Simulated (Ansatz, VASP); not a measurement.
**One calculation of Pd, two programs**

```
Pd
1.0
    -1.56991    1.56991    1.56991
     1.56991   -1.56991    1.56991
     1.56991    1.56991   -1.56991
Pd
1
Cartesian
  0.0000 0.0000 0.0000
```

Alike in both runs: functional PBE; k mesh 8 × 8 × 8; occupations gaussian, width 0.1 eV; no spin polarisation.

Ansatz relaxed the structure, and its values are those at the end. VASP's run is a single point on that final structure, the one shown.

|  | VASP | Ansatz |
| --- | --- | --- |
| version | VASP 6.6.1 | Ansatz 0.2.0 |
| potentials or method | VASP PAW PBE potentials, release 64 (Pd), cutoff 500 eV | scalar-relativistic, plane waves, PAW |
| valence electrons in the cell | 10 | 18 |

|  | VASP | Ansatz | Ansatz less VASP |
| --- | --- | --- | --- |
| gap on the k mesh at the Fermi level (eV) | none | none | - |
| pressure (GPa) | -0.3 | 0.0 | +0.26 |

A gap of «none» marks a metal or a gap that the smearing closes. The functional is the same, so the differences come from potentials, cutoffs and numerics. VASP's potentials hold 10 valence electrons a cell and Ansatz's 18, so a difference there can come from the potentials and not from the codes.
